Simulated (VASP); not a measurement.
## TiC: single point with LDA

The system is TiC.

```
CELL_PARAMETERS angstrom
0.00000 2.15118 2.15118
2.15118 0.00000 2.15118
2.15118 2.15118 0.00000
ATOMIC_POSITIONS crystal
Ti 0.00000 0.00000 0.00000
C 0.50000 0.50000 0.50000
```

```
Program                : VASP 6.6.1
Task                   : single point
Functional             : LDA
Potentials or basis    : VASP PAW LDA potentials, release 64 (Ti_sv, C)
Cutoff                 : 520 eV
k mesh                 : 11 × 11 × 11
Occupations            : fermi-dirac, width 0.05 eV
Spin                   : no spin polarisation
Dipole correction      : no
Further INCAR settings : ALGO = Normal; EDIFF = 1e-06; NBANDS = 15
```

```
Pressure               : -7.1 GPa
Band gap on the k mesh : zero (band 8 reaches 10.11 eV, above the bottom of band 9 at 9.06 eV)
```

Levels at points of the mesh, in eV from the Fermi level:
| k point | band 6 | band 7 | band 8 | band 9 | band 10 | band 11 |
| --- | --- | --- | --- | --- | --- | --- |
| (0.00, 0.00, 0.00) | 0.58 | 0.58 | 0.58 | 1.66 | 1.66 | 1.66 |

It took 11 s on 1 thread of AMD EPYC 9R45 96-Core Processor (Zen 5) (shared host), peak memory 0.11 GiB.
